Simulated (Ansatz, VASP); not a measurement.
Os: VASP beside Ansatz

File INCAR:

```
ALGO = Normal ; EDIFF = 1E-6
ENCUT = 520 ; ISIF = 2
ISMEAR = -1 ; LASPH = T
LCHARG = F ; LREAL = F
LWAVE = F ; NBANDS = 15
NELM = 80 ; PREC = Accurate
SIGMA = 0.1
```

File KPOINTS:

```
k-points
0
Gamma
  14 14 8
```

The input POSCAR:

```
Os
1.0
    2.7175247593      0.0000000000      0.0000000000
   -1.3587623796      2.3534454770      0.0000000000
    0.0000000000      0.0000000000      4.2844606214
Os
2
Direct
    0.3333333333      0.6666666667      0.2500000000
    0.6666666667      0.3333333333      0.7500000000
```

Input for Ansatz:

```yaml
crystal:
  lattice:
    - [2.7175247593, 0.0, 0.0]
    - [-1.3587623796, 2.353445477, 0.0]
    - [0.0, 0.0, 4.2844606214]
  atoms:
    - { symbol: Os, position: [0.3333333333, 0.6666666667, 0.25] }
    - { symbol: Os, position: [0.6666666667, 0.3333333333, 0.75] }
hamiltonian:
  xc: lda
  pseudopotentials:
    kind: paw
    azcp:
      Os: "pseudopotentials/Os.paw.azcp"
basis:
  ecutwfc: 420
  fft_grid_basis: typed
kpoints:
  mp_grid: { grid: [14, 14, 8], shift: [0, 0, 0] }
magnetization:
  spin_polarized: false
scf:
  occupations: { method: fermi_dirac, width: 0.1 }
  lower_state_search: "off"
output:
  stress: true
  write_density: true
  write_potential: true
  elf: true
  volumetric_format: npy
```

Alike in both runs: task single point; functional LDA; k mesh 14 × 14 × 8; occupations fermi-dirac, width 0.1 eV; no spin polarisation.

|  | VASP | Ansatz |
| --- | --- | --- |
| version | VASP 6.6.1 | Ansatz 0.2.0 |
| potentials or method | VASP PAW LDA potentials, release 64 (Os), cutoff 520 eV | plane waves (420 eV) with PAW, scalar-relativistic |
| valence electrons in the cell | 16 | 32 |

|  | VASP | Ansatz | Ansatz less VASP |
| --- | --- | --- | --- |
| pressure (GPa) | 1.1 | 0.1 | -0.98 |
| traceless stress, the component that is largest in VASP (GPa) | 0.30 | 0.40 | +0.097 |

Ansatz warns that its potentials were made for another functional, while VASP's fit it. LDA's correlation is that of Perdew and Zunger in VASP and of Perdew and Wang (1992) in Ansatz. VASP's potentials hold 16 valence electrons a cell and Ansatz's 32, so a difference there can come from the potentials and not from the codes.

Neither program's run includes spin-orbit coupling.
